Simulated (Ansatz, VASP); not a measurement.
# Hf3SnTe8 in VASP and in Ansatz

```
Hf Sn Te
1.0
     8.11406    0.00000    0.00000
    -4.05703    7.02698    0.00000
     0.00000    0.00000    7.37758
Hf Sn Te
3 1 8
Direct
  0.50000 0.00000 0.00000
  0.50000 0.50000 0.00000
  0.00000 0.50000 0.00000
  0.00000 0.00000 0.00000
  0.66667 0.33333 0.23762
  0.65425 0.82712 0.23855
  0.17288 0.34575 0.23855
  0.17288 0.82712 0.23855
  0.82712 0.17288 0.76145
  0.82712 0.65425 0.76145
  0.34575 0.17288 0.76145
  0.33333 0.66667 0.76238
```

Alike in both runs: task single point; functional PBE; k mesh 3 × 3 × 4; occupations gaussian, width 0.1 eV; no spin polarisation.

|  | VASP | Ansatz |
| --- | --- | --- |
| version | VASP 6.6.1 | Ansatz 0.2.0 |
| potentials or method | VASP PAW PBE potentials, release 64 (Hf_pv, Sn_d, Te), cutoff 520 eV | scalar-relativistic, plane waves, PAW |
| valence electrons in the cell | 92 | 220 |

```csv
,VASP,Ansatz,Ansatz less VASP
gap on the k mesh at the Fermi level (eV),none,none,-
pressure (GPa),0.0,0.1,+0.12
"traceless stress, the component that is largest in VASP (GPa)",-0.09,-0.10,-0.011
rms of the force components (eV/Å),0.013,0.014,+0.0010
```

Atom by atom the forces differ by 0.011 eV/Å (rms over components). A gap of «none» marks a metal or a gap that the smearing closes. VASP's potentials hold 92 valence electrons a cell and Ansatz's 220, so a difference there can come from the potentials and not from the codes.

Neither program's run includes spin-orbit coupling.
